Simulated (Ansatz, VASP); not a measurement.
# Ti2Cl: VASP beside Ansatz

The input INCAR:

```
PREC = Accurate ; ENCUT = 520
EDIFF = 1E-6 ; ISMEAR = 0
SIGMA = 0.1 ; LREAL = False
LASPH = True ; NELM = 150
ALGO = Normal ; ISIF = 2
LWAVE = False ; LCHARG = False
ISPIN = 2 ; MAGMOM = 1 1 0
LORBIT = 11 ; LMAXMIX = 4
GGA = PE ; NBANDS = 26
```

KPOINTS

```
regular mesh
0
Gamma
  6 6 4
```

File POSCAR:

```
Ti2Cl
1.0
    3.1023778700     -1.9035897900      0.0000000000
    3.1023778700      1.9035897900      0.0000000000
   -0.0029000600      0.0000000000      4.3726584500
Ti Cl
2 1
Direct
    0.6893500100      0.6893500100      0.2883299900
    0.3106499900      0.3106499900      0.7116700100
    0.0000000000      0.0000000000      0.0000000000
```

Input for Ansatz:

```yaml
crystal:
  lattice:
    - [3.10237787, -1.90358979, 0.0]
    - [3.10237787, 1.90358979, 0.0]
    - [-0.00290006, 0.0, 4.37265845]
  atoms:
    - { symbol: Ti, position: [0.68935001, 0.68935001, 0.28832999], spin: 1.0 }
    - { symbol: Ti, position: [0.31064999, 0.31064999, 0.71167001], spin: 1.0 }
    - { symbol: Cl, position: [0.0, 0.0, 0.0] }
basis:
  ecutwfc: 420
kpoints:
  mp_grid: { grid: [6, 6, 4] }
hamiltonian:
  xc: pbe
scf:
  occupations: { method: gaussian, width: 0.1 }
  lower_state_search: "off"
output:
  forces: true
  stress: true
  eigenvalues: true
  populations: true
magnetization:
  spin_polarized: true
```

Change from the starting cell: species swapped into the Te2Au type (C2/m, No. 12).

Alike in both runs: task single point; functional PBE; k mesh 6 × 6 × 4; occupations gaussian, width 0.1 eV; collinear spin.

```csv
,VASP,Ansatz
version,VASP 6.6.1,Ansatz 0.2.0
potentials or method,"VASP PAW PBE potentials, release 64 (Ti_sv, Cl), cutoff 520 eV","scalar-relativistic, plane waves, PAW"
valence electrons in the cell,31,31
```

Ansatz gave:

* gap on the k mesh at the Fermi level (eV): none
* pressure (GPa): 0.5
* traceless stress, the component that is largest in VASP (GPa): 14.96
* rms of the force components (eV/Å): 0.501
* net moment per atom (μB): 0.00

Problem. Estimate VASP's values.

Solution. gap on the k mesh at the Fermi level (eV): none; pressure (GPa): 0.8; traceless stress, the component that is largest in VASP (GPa): 14.85; rms of the force components (eV/Å): 0.483; net moment per atom (μB): 0.00.

Atom by atom the forces differ by 0.023 eV/Å (rms over components). A gap of «none» marks a metal or a gap that the smearing closes. Ansatz's warnings: seeded moment not kept.
